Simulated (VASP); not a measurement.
Set up this calculation in VASP 6.6.1, as the native input.

| Item | Value |
| --- | --- |
| Task | single point |
| Functional | PBE |
| Potentials or basis | VASP PAW PBE potentials, release 64 (In_d, P) |
| Cutoff | 520 eV |
| k mesh | 10 × 10 × 10 |
| Occupations | gaussian, width 0.02 eV |
| Spin | no spin polarisation |
| Dipole correction | no |
| Further INCAR settings | ALGO = Normal; EDIFF = 1e-06; NBANDS = 16 |

The structure of InP lies in POSCAR:

```
InP
1.0
    0.0000000000      3.0095414190      3.0095414190
    3.0095414190      0.0000000000      3.0095414190
    3.0095414190      3.0095414190      0.0000000000
In P
1 1
Direct
    0.0000000000      0.0000000000      0.0000000000
    0.2500000000      0.2500000000      0.2500000000
```

This cell differs from its parent crystal: volume scaled by 1.03.

These files were run (other wordings do the same):

INCAR

```
  ALGO = Normal
  EDIFF = 1E-6
  ENCUT = 520
  GGA = PE
  ISIF = 2
  ISMEAR = 0
  LASPH = True
  LCHARG = False
  LREAL = False
  LWAVE = False
  NBANDS = 16
  NELM = 100
  PREC = Accurate
  SIGMA = 0.02
```

KPOINTS

```
k-points
0
Gamma
  10 10 10
```

Potentials or basis: VASP PAW PBE potentials, release 64 (In_d, P).

The run is started by

```bash
$ cat potpaw_PBE.64/In_d/POTCAR potpaw_PBE.64/P/POTCAR > POTCAR
$ mpirun -np 1 vasp_std > vasp.out
```

Results of the run:

```
Pressure               : -1.7 GPa
Band gap on the k mesh : 0.28 eV, direct
```

Caveat: spin-orbit coupling is left out, which moves the levels of the heavy elements.

It took 49 s on 1 thread of Intel Xeon 8259CL, with other jobs on the host, peak memory 0.19 GiB.
